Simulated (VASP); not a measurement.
A run of VASP 6.6.1 is set up as follows.

INCAR

```
SYSTEM = As2CO3
  ALGO = Fast
  EDIFF = 1E-7
  EDIFFG = -0.01
  ENCUT = 600
  GGA = PE
  IBRION = 2
  ISIF = 3
  ISMEAR = 0
  LASPH = .TRUE.
  LCHARG = .FALSE.
  LREAL = .FALSE.
  LWAVE = .FALSE.
  NELM = 60
  NSW = 100
  PREC = Accurate
  SIGMA = 0.1
```

The input KPOINTS:

```
k-points
0
G
  12 12 6
  0 0 0
```

POSCAR

```
As2CO3
1.0
    3.0656869904      0.0000000000      0.0000000000
    0.0000000000      3.0656869904      0.0000000000
    0.0000000000      0.0000000000      6.6661735256
As C O
2 1 3
Direct
    0.0000000000      0.5000000000      0.7140898760
    0.5000000000      0.0000000000      0.2859101240
    0.0000000000      0.0000000000      0.0000000000
    0.5000000000      0.5000000000      0.0000000000
    0.0000000000      0.5000000000      0.3810836722
    0.5000000000      0.0000000000      0.6189163278
```

Potentials or basis: VASP PAW PBE potentials, release 64 (As, C, O).

Launch:

```console
$ cat potpaw_PBE.64/As/POTCAR potpaw_PBE.64/C/POTCAR potpaw_PBE.64/O/POTCAR > POTCAR
$ mpirun -np 1 vasp_std > vasp.out
```

Q: What does it give for the band gap on the k mesh?

A: Zero (bands 16 and 17 overlap by 0.01 eV).

Q: Predict the space group after relaxing (to 0.1 Å).

A: P-4m2 (No. 115).

Q: Predict the relaxed volume.

A: 10.41 Å³/atom.

Final structure:
```cif
data_structure
_symmetry_space_group_name_H-M 'P 1'
_symmetry_Int_Tables_number 1
_cell_length_a 3.0632
_cell_length_b 3.0632
_cell_length_c 6.6547
_cell_angle_alpha 90.000
_cell_angle_beta 90.000
_cell_angle_gamma 90.000
_cell_volume 62.44
loop_
_atom_site_label
_atom_site_type_symbol
_atom_site_fract_x
_atom_site_fract_y
_atom_site_fract_z
_atom_site_occupancy
As1 As 0.00000 0.50000 0.71467 1
As2 As 0.50000 0.00000 0.28533 1
C1 C 0.00000 0.00000 0.00000 1
O1 O 0.50000 0.50000 0.00000 1
O2 O 0.00000 0.50000 0.38081 1
O3 O 0.50000 0.00000 0.61919 1
```
